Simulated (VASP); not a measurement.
Set up this calculation in VASP 6.6.1, as the native input.

* Task: single point
* Functional: PBE
* Potentials or basis: VASP PAW PBE potentials, release 64 (Cu, O)
* Cutoff: 520 eV
* k mesh: 14 × 14 × 14
* Occupations: gaussian, width 0.1 eV
* Spin: no spin polarisation
* Hubbard terms: Cu d U = 4.0 eV
* Dipole correction: no
* Further INCAR settings: ALGO = Normal; EDIFF = 1e-06; NBANDS = 18

The structure of CuO2 lies in POSCAR:

```
CuO2
1.0
    0.0000000000      2.4111141680      2.4111141680
    2.4111141680      0.0000000000      2.4111141680
    2.4111141680      2.4111141680      0.0000000000
Cu O
1 2
Direct
    0.0000000000      0.0000000000      0.0000000000
    0.2500000000      0.2500000000      0.2500000000
    0.7500000000      0.7500000000      0.7500000000
```

These files were run (other wordings do the same):

INCAR

```
SYSTEM = CuO2
ALGO = Normal ; EDIFF = 1E-6
ENCUT = 520 ; GGA = PE
ISIF = 2 ; ISMEAR = 0
LASPH = .True. ; LCHARG = .True.
LDAU = .True. ; LDAUJ = 0 0
LDAUL = 2 -1 ; LDAUPRINT = 1
LDAUTYPE = 2 ; LDAUU = 4 0
LELF = .True. ; LMAXMIX = 4
LREAL = .False. ; LVHAR = .True.
LWAVE = .False. ; NBANDS = 18
NELM = 150 ; PREC = Accurate
SIGMA = 0.1
```

KPOINTS

```
k-points
0
Gamma
  14 14 14
  0 0 0
```

Potentials or basis: VASP PAW PBE potentials, release 64 (Cu, O).

Command:

```bash
$ cat potpaw_PBE.64/Cu/POTCAR potpaw_PBE.64/O/POTCAR > POTCAR
$ mpirun -np 1 vasp_std > vasp.out
```

Results of the run:

* Pressure: 0.5 GPa
* Band gap on the k mesh: zero (an odd number of electrons rules out a gap without spin polarisation)

Caveat: an odd number of electrons without spin polarisation forces a metal; a magnetic or distorted state may lie lower; U without spin polarisation on a metal has little footing.

Wall time 95 s on 1 thread of AMD EPYC 7R43 64-Core Processor (Zen 3) (shared host), peak memory 0.15 GiB.
